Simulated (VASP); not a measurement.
# SiW16 in VASP: notebook, part 2 of 2

VASP 6.6.1.

### Step 4. Single point, PBE

Contents of INCAR:

```
  PREC = Accurate
  ENCUT = 520
  EDIFF = 1E-6
  ISMEAR = 0
  SIGMA = 0.1
  LREAL = Auto
  LASPH = True
  NELM = 60
  ALGO = Fast
  ISIF = 2
  LWAVE = False
  LCHARG = False
  LDIPOL = True
  IDIPOL = 3
  DIPOL = 0.5 0.5 0.329
  GGA = PE
  NBANDS = 128
```

Contents of KPOINTS:

```
regular mesh
0
Gamma
  4 4 1
```

Contents of POSCAR:

```
SiW16
1.0
    6.3673983380      0.0000000000      0.0000000000
    0.0000000000      6.3673983380      0.0000000000
    0.0000000000      0.0000000000     20.1425770443
W Si
16 1
Direct
    0.2500000000      0.2500000000      0.1985843217
    0.2500000000      0.7500000000      0.1985843217
    0.7500000000      0.2500000000      0.1985843217
    0.7500000000      0.7500000000      0.1985843217
    0.0000000000      0.0000000000      0.2776134142
    0.0000000000      0.5000000000      0.2776134142
    0.5000000000      0.0000000000      0.2776134142
    0.5000000000      0.5000000000      0.2776134142
    0.2500000000      0.2500000000      0.3599451664
    0.2500000000      0.7500000000      0.3599451664
    0.7500000000      0.2500000000      0.3599451664
    0.7500000000      0.7500000000      0.3599451664
    0.0000000000      0.0000000000      0.4290700751
    0.0000000000      0.5000000000      0.4290700751
    0.5000000000      0.0000000000      0.4290700751
    0.5000000000      0.5000000000      0.4290700751
    0.0000000000      0.1250000000      0.5378169841
```

Potentials or basis: VASP PAW PBE potentials, release 64 (W_sv, Si).

On the command line:

```bash
> cat potpaw_PBE.64/W_sv/POTCAR potpaw_PBE.64/Si/POTCAR > POTCAR
> mpirun -np 1 vasp_std > vasp.out
```

OUTCAR:

```text
PREC = Accurate
   ENCUT = 520
   EDIFF = 1E-6
   ISMEAR = 0
   LREAL = Auto
   LASPH = True
   NELM = 60
   ISIF = 2
   GGA = PE

 ion  position               nearest neighbor table
   1  0.250  0.250  0.199-   5 2.76   6 2.76   7 2.76   8 2.76   2 3.18   3 3.18   2 3.18   3 3.18
                             9 3.25
   2  0.250  0.750  0.199-   5 2.76   6 2.76   7 2.76   8 2.76   1 3.18   4 3.18   1 3.18   4 3.18
                            10 3.25
   3  0.750  0.250  0.199-   5 2.76   6 2.76   7 2.76   8 2.76   1 3.18   4 3.18   4 3.18   1 3.18
                            11 3.25
   4  0.750  0.750  0.199-   5 2.76   6 2.76   7 2.76   8 2.76   2 3.18   3 3.18   3 3.18   2 3.18
                            12 3.25
   5  0.000  0.000  0.278-   1 2.76   2 2.76   3 2.76   4 2.76   9 2.80  10 2.80  11 2.80  12 2.80
                            13 3.05   7 3.18   6 3.18   6 3.18   7 3.18
   6  0.000  0.500  0.278-   1 2.76   2 2.76   3 2.76   4 2.76   9 2.80  10 2.80  11 2.80  12 2.80
                            14 3.05   8 3.18   5 3.18   5 3.18   8 3.18
   7  0.500  0.000  0.278-   1 2.76   2 2.76   3 2.76   4 2.76   9 2.80  10 2.80  11 2.80  12 2.80
                            15 3.05   8 3.18   5 3.18   8 3.18   5 3.18
   8  0.500  0.500  0.278-   1 2.76   2 2.76   3 2.76   4 2.76   9 2.80  10 2.80  11 2.80  12 2.80
[... 1391 lines left out ...]
------------------------ aborting loop because EDIFF is reached ----------------------------------------

 vacuum level on the upper side and lower side of the slab       (xc-potential included)         0.028        -0.420

  FORCE on cell =-STRESS in cart. coord.  units (eV):
  Direction    XX          YY          ZZ          XY          YZ          ZX
  --------------------------------------------------------------------------------------
  -------------------------------------------------------------------------------------
  Total      -23.5643587    -22.6429889    -10.6716657      0.0000000      2.1632937      0.0000000
  in kB      -46.2303449    -44.4227319    -20.9364827      0.0000000      4.2441135      0.0000000
  external PRESSURE =     -37.1965199 kB  Pullay stress =       0.0000000 kB

 VOLUME and BASIS-vectors are now :
 -----------------------------------------------------------------------------
  energy-cutoff  :      520.00
  volume of cell :      816.66
      direct lattice vectors                 reciprocal lattice vectors
     6.367398338  0.000000000  0.000000000     0.157050014  0.000000000  0.000000000
     0.000000000  6.367398338  0.000000000     0.000000000  0.157050014  0.000000000
     0.000000000  0.000000000 20.142577044     0.000000000  0.000000000  0.049646080

 POSITION                                       TOTAL-FORCE (eV/Angst)
 -----------------------------------------------------------------------------------
      1.59185      1.59185      4.00000         0.025987     -0.019683      2.078469
      1.59185      4.77555      4.00000         0.011037     -0.037509      2.069464
      4.77555      1.59185      4.00000        -0.025987     -0.019683      2.078469
      4.77555      4.77555      4.00000        -0.011037     -0.037509      2.069464
      0.00000      0.00000      5.59185         0.000000      0.199925     -2.375971
      0.00000      3.18370      5.59185         0.000000     -0.041801     -2.034190
[... 9 lines left out ...]
      3.18370      3.18370      8.64258         0.000000     -0.002561     -0.417560
      0.00000      0.79592     10.83302         0.000000      1.009000      0.019453
 -----------------------------------------------------------------------------------
    total drift:                                0.000000      0.000172      0.011974

  FREE ENERGIE OF THE ION-ELECTRON SYSTEM (eV)
  ---------------------------------------------------
  free  energy   TOTEN  =      -190.7165667843 eV

  energy  without entropy=     -190.5884904290  energy(sigma->0) =     -190.65252861

 vacuum level on the upper side and lower side of the slab         5.273         4.815
```

OSZICAR:

```text
N       E                     dE             d eps       ncg     rms          rms(c)
DAV:   1     0.284639270412E+04    0.28464E+04   -0.14069E+05  2944   0.168E+03
DAV:   2    -0.583058304320E+02   -0.29047E+04   -0.28633E+04  2568   0.520E+02
DAV:   3    -0.198406982442E+03   -0.14010E+03   -0.13519E+03  2864   0.108E+02
[... 27 lines left out ...]
RMM:  31    -0.190716539603E+03   -0.11320E-04   -0.46051E-06  1817   0.268E-03    0.247E-03
RMM:  32    -0.190716553506E+03   -0.13903E-04   -0.28967E-06  1610   0.183E-03    0.174E-03
RMM:  33    -0.190716559678E+03   -0.61717E-05   -0.19194E-06  1522   0.185E-03    0.151E-03
RMM:  34    -0.190716563610E+03   -0.39323E-05   -0.90231E-07  1063   0.117E-03    0.884E-04
RMM:  35    -0.190716565944E+03   -0.23342E-05   -0.56560E-07  1283   0.113E-03    0.984E-04
RMM:  36    -0.190716566784E+03   -0.84023E-06   -0.29640E-07   663   0.689E-04
   1 F= -.19071657E+03 E0= -.19065253E+03  d E =-.128076E+00
```

stdout:

```text
POSCAR found type information on POSCAR W Si
 POSCAR found :  2 types and      17 ions
 scaLAPACK will be used
 LDA part: xc-table for (Slater+PW92), standard interpolation
 POSCAR, INCAR and KPOINTS ok, starting setup
 FFT: planning ... GRIDC
 FFT: planning ... GRID_SOFT
 FFT: planning ... GRID
 WAVECAR not read
 entering main loop
WARNING in EDDRMM: call to ZHEGV failed, returncode =   8  4    124
WARNING in EDDRMM: call to ZHEGV failed, returncode =   8  4    124
WARNING in EDDRMM: call to ZHEGV failed, returncode =   8  4    123
WARNING in EDDRMM: call to ZHEGV failed, returncode =   6  3    117
WARNING in EDDRMM: call to ZHEGV failed, returncode =   8  4    118
```

Wall time 72 min (1 thread of Oxide Virtual Turin-like, shared host); peak memory 1 GiB.

Results:

* Free energy: -190.7166 eV
* Largest force: 2.384 eV/Å
* Band gap on the k mesh: zero (bands 114 and 115 overlap by 0.37 eV)

Forces on the atoms (eV/Å):
```
W    0.026 -0.020  2.078
W    0.011 -0.038  2.069
W   -0.026 -0.020  2.078
W   -0.011 -0.038  2.069
W    0.000  0.200 -2.376
W    0.000 -0.042 -2.034
W    0.000  0.121 -2.044
W    0.000  0.032 -2.177
W    0.285  0.318 -0.437
W    0.591 -0.451 -0.171
W   -0.285  0.318 -0.437
W   -0.591 -0.451 -0.171
W    0.000 -0.679  0.502
W    0.000 -0.232  1.043
W    0.000 -0.025  0.404
W    0.000 -0.003 -0.418
Si   0.000  1.009  0.019
```

Caveat: spin-orbit coupling is left out, which moves the levels of the heavy elements.

### Step 5. Summary

```tsv
cell	gap on the mesh (eV)	largest force (eV/Å)
as given, atomic positions A	none	2.24
as given, atomic positions B	none	2.47
as given, atomic positions C	none	2.38
```

Alike in all rows: task single point; level PBE; potentials or basis VASP PAW PBE potentials, release 64 (W_sv, Si); no spin polarisation; k mesh 4 × 4 × 1; cutoff (eV) 520; smearing gaussian 0.1 eV.

Caveats: spin-orbit coupling is left out, which moves the levels of the heavy elements.

Absolute energies hang on the potentials; compare differences alone.
